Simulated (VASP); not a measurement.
Crystal: MnSe.

```
Mn Se
1.0
     0.00000    2.72000    2.72000
     2.72000    0.00000    2.72000
     2.72000    2.72000    0.00000
Mn Se
1 1
Cartesian
  0.0000 0.0000 0.0000
  2.7200 2.7200 2.7200
```

Base run:

| Property | Result |
| --- | --- |
| Program | VASP 6.6.1 |
| Functional | LDA |
| Potentials or basis | VASP PAW LDA potentials, release 64 (Mn_pv, Se) |
| Cutoff | 500 eV |
| k mesh | 9 × 9 × 9 |
| Occupations | fermi-dirac, width 0.3 eV |
| Spin | collinear spin |
| Starting moments | [2.64, -0.11] μB |
| Fixed moment | 2.4 μB |

Its results: pressure -18.0 GPa; site moments Mn +2.38; Se -0.08 μB.

Problem. The run is repeated on the same cell with these changes: fixed moment from 2.4 μB to 0.8 μB; moments at the start from [2.64, -0.11] to [0.9, -0.05]. What comes out?

Solution. Pressure -20.3 GPa; site moments Mn +0.81; Se -0.04 μB.

Caveats: the cell stands under tension; so wide a smearing shifts energies and pressures; the total moment is fixed, so each spin has its own Fermi level and the state may be an excited one; a cell with one magnetic atom can't hold antiferromagnetic order, which such compounds often take.
